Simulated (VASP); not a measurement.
A run of VASP 6.6.1 is set up as follows.

INCAR

```
SYSTEM = Li6SiS2N2
ALGO = Normal
EDIFF = 1E-6
ENCUT = 650
GGA = PE
GGA_COMPAT = .False.
ISIF = 2
ISMEAR = -1
ISYM = -1
IVDW = 12
LASPH = .True.
LCHARG = .False.
LREAL = Auto
LWAVE = .False.
NBANDS = 61
NELM = 120
PREC = Accurate
SIGMA = 0.062
```

The input KPOINTS:

```
explicit points
1
Reciprocal
  0.25000000   0.25000000   0.25000000 1
```

POSCAR

```
Li6SiS2N2
1.0
    7.0575940000      0.2300220000     -0.0127870000
    0.2300220000      6.8226690000     -0.2070970000
   -0.0127870000     -0.2070970000      7.0752940000
Si S Li N
2 4 12 4
Direct
    0.4383623187      0.1407761263      0.7883691692
    0.0245212405      0.7164374835      0.0901183197
    0.0080910675      0.3640111340      0.0766433274
    0.8180258665      0.8313400089      0.3044450335
    0.8839374210      0.7787602125      0.8205537200
    0.3042452262      0.5131428393      0.5085966359
    0.6900652779      0.4439848865      0.8388876565
    0.0790691224      0.4448501485      0.7064272083
    0.5613447893      0.8893368280      0.1014039706
    0.1434140793      0.2274277487      0.3740307386
    0.8028927117      0.1965200016      0.2780721609
    0.3694426095      0.4841357841      0.1456811733
    0.0208538014      1.0006972583      0.5837216175
    0.5604106088      0.2709423968      0.5073326038
    0.8483233218      0.1535894371      0.8236909197
    0.2717571375     -0.2236352954      0.7989759521
    0.7617737524      0.5401993696      0.5108003243
    0.3770450995      0.7924876146      0.3989065448
    0.3896662210      0.0430332725      0.5889248876
    0.8366588753      0.2804445777      0.5884946389
    0.7641416200      0.3464914407      0.0699903660
    0.2761715164      0.7345103447      0.0785935247
```

Potentials or basis: VASP PAW PBE potentials, release 64 (Si, S, Li_sv, N).

Run with:

```console
$ cat potpaw_PBE.64/Si/POTCAR potpaw_PBE.64/S/POTCAR potpaw_PBE.64/Li_sv/POTCAR potpaw_PBE.64/N/POTCAR > POTCAR
$ mpirun -np 1 vasp_std > vasp.out
```

(1) Estimate the largest force.

(2) Estimate the pressure.

Results:

(1) 3.279 eV/Å.

(2) -4.7 GPa.

Caveat: the atoms stand as in a frame of molecular dynamics.
